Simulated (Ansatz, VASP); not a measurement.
# Two plane-wave programs on BaTiO3

The input POSCAR:

```
BaTiO3
1.0
   -4.0619648800     -4.0517048100      0.0000000000
   -4.0414649800      4.0517048100      0.0000000000
   -0.0102499500     -0.0102297100     -4.0516845700
Ba Ti O
2 2 6
Direct
    0.0000000000      0.0000000000      0.0000000000
    0.5000000000      0.5000000000      0.0000000000
    0.5130000000      0.0000000000      0.5130000000
    0.0130000000      0.5000000000      0.5130000000
    0.9908000000      0.5000000000      0.9811000000
    0.4908000000      0.0000000000      0.9811000000
    0.7359500000      0.2451500000      0.4908000000
    0.2359500000      0.7451500000      0.4908000000
    0.7359500000      0.7548500000      0.4908000000
    0.2359500000      0.2548500000      0.4908000000
```

INCAR.step1

```
SYSTEM = BaTiO3
ALGO = Normal ; EDIFF = 1E-4
ENCUT = 520 ; GGA = PE
ISMEAR = -1 ; LASPH = .TRUE.
LCHARG = .FALSE. ; LDAU = .TRUE.
LDAUJ = 0 0 0 ; LDAUL = -1 2 -1
LDAUTYPE = 2 ; LDAUU = 0 1.8 0
LMAXMIX = 4 ; LREAL = .FALSE.
LWAVE = .TRUE. ; NBANDS = 51
NELM = 150 ; PREC = Accurate
SIGMA = 0.05
```

INCAR.step2

```
SYSTEM = BaTiO3
ALGO = Normal ; EDIFF = 1E-7
ENCUT = 520 ; ISIF = 2
ISMEAR = -1 ; ISTART = 1
LASPH = .TRUE. ; LCHARG = .FALSE.
LDAU = .TRUE. ; LDAUJ = 0 0 0
LDAUL = -1 2 -1 ; LDAUPRINT = 1
LDAUTYPE = 2 ; LDAUU = 0 1.8 0
LMAXMIX = 4 ; LMIXTAU = .TRUE.
LREAL = .FALSE. ; LWAVE = .FALSE.
METAGGA = R2SCAN ; NBANDS = 51
NELM = 150 ; PREC = Accurate
SIGMA = 0.05
```

File KPOINTS:

```
k-points
0
G
  5 5 6
  0 0 0
```

Input for Ansatz:

```yaml
crystal:
  lattice:
    - [4.06196488, 4.05170481, 0.0]
    - [4.04146498, -4.05170481, 0.0]
    - [0.01024995, 0.01022971, 4.05168457]
  atoms:
    - { symbol: Ba, position: [0.0, 0.0, 0.0] }
    - { symbol: Ba, position: [0.5, 0.5, 0.0] }
    - { symbol: Ti, position: [0.487, 0.0, 0.487] }
    - { symbol: Ti, position: [0.987, 0.5, 0.487] }
    - { symbol: O, position: [0.0092, 0.5, 0.0189] }
    - { symbol: O, position: [0.5092, 0.0, 0.0189] }
    - { symbol: O, position: [0.26405, 0.75485, 0.5092] }
    - { symbol: O, position: [0.76405, 0.25485, 0.5092] }
    - { symbol: O, position: [0.26405, 0.24515, 0.5092] }
    - { symbol: O, position: [0.76405, 0.74515, 0.5092] }
  symmetry: { tolerance: 0.0003 }
kpoints:
  mp_grid: { grid: [5, 5, 6], shift: [0, 0, 0] }
magnetization:
  spin_polarized: false
scf:
  occupations: { method: fermi_dirac, width: 0.05 }
  lower_state_search: "off"
  max_iter: 200
hamiltonian:
  pseudopotentials: { kind: paw }
  xc: r2scan
  hubbard:
    projectors: all-electron-ortho-atomic
    sites: [{ species: Ti, l: d, u_eff: 1.8 }]
basis:
  ecutwfc: 500
  fft_grid_basis: typed
output:
  forces: true
  stress: true
  eigenvalues: true
  bader: true
  populations: true
  elf: true
  write_potential: true
  volumetric_format: npy
  dos:
    e_range: [-12, 8]
    de: 0.05
    projected: { site_lists: { Ba: [Ba], O: [O], Ti: [Ti] } }
checkpoint:
  read: saved_state
```

Alike in both runs: task single point; functional r2SCAN; k mesh 5 × 5 × 6; occupations fermi-dirac, width 0.05 eV; no spin polarisation; Hubbard terms Ti d U = 1.8 eV.

```csv
,VASP,Ansatz
version,VASP 6.6.1,Ansatz 0.2.0
potentials or method,"VASP PAW PBE potentials, release 64 (Ba_sv, Ti_sv, O), cutoff 520 eV",PAW plane waves
valence electrons in the cell,80,80
```

Ansatz gave:

| Item | Value |
| --- | --- |
| gap on the k mesh at the Fermi level (eV) | 2.82 |
| pressure (GPa) | -3.7 |
| rms of the force components (eV/Å) | 0.074 |

Q: What did VASP give for the same quantities?

A: gap on the k mesh at the Fermi level (eV): 2.83; pressure (GPa): -1.0; rms of the force components (eV/Å): 0.088.

VASP's potentials were made for PBE, not for r2SCAN. The programs project onto different local orbitals, so the same U acts differently, and such runs can settle in different states. Ansatz's warnings: structure snapped to symmetry.

Spin-orbit coupling is off throughout.
